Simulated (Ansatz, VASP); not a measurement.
This is a calculation of Sr for VASP 6.6.1.

File INCAR:

```
  PREC = Accurate
  ENCUT = 500
  EDIFF = 1E-6
  ISMEAR = -1
  SIGMA = 0.02
  LREAL = F
  LASPH = T
  NELM = 120
  ALGO = Normal
  ISIF = 2
  LWAVE = F
  LCHARG = F
  NBANDS = 11
  GGA_COMPAT = F
```

Contents of KPOINTS:

```
Automatic mesh
0
Gamma
  8 8 8
```

Contents of POSCAR:

```
Sr
1.0
    0.0000000000      3.0823855122      3.0823855122
    3.0823855122      0.0000000000      3.0823855122
    3.0823855122      3.0823855122      0.0000000000
Sr
1
Direct
    0.0000000000      0.0000000000      0.0000000000
```

Potentials or basis: VASP PAW LDA potentials, release 64 (Sr_sv).

Command:

```console
$ cat potpaw_LDA.64/Sr_sv/POTCAR > POTCAR
$ mpirun -np 1 vasp_std > vasp.out
```

Task: Set up the same calculation for Ansatz 0.2.0. Potentials there: Ansatz PAW.

Result: As run (the cutoff follows the program's own potentials):

input.yaml

```yaml
crystal:
  lattice:
    - [0.0, 3.0823855122, 3.0823855122]
    - [3.0823855122, 0.0, 3.0823855122]
    - [3.0823855122, 3.0823855122, 0.0]
  atoms:
    - { symbol: Sr, position: [0.0, 0.0, 0.0] }
hamiltonian:
  xc: lda
  pseudopotentials: { kind: paw }
kpoints:
  mp_grid: { grid: [8, 8, 8] }
scf:
  occupations: { method: fermi_dirac, width: 0.02 }
output:
  forces: true
  stress: true
  eigenvalues: true
```

Potentials or basis: Ansatz PAW.

Launch:

```console
$ ansatz run input.yaml --threads 1 --pin off --max-ram 3584MiB --backend cpu --events-out ev --progress --plain --runs-dir out
```

Both were run:

|  | VASP | Ansatz | Ansatz less VASP |
| --- | --- | --- | --- |
| gap on the k mesh at the Fermi level (eV) | none | none | - |
| pressure (GPa) | -1.9 | -1.9 | +0.01 |

LDA's correlation is that of Perdew and Zunger in VASP and of Perdew and Wang (1992) in Ansatz. A gap of «none» marks a metal or a gap that the smearing closes.
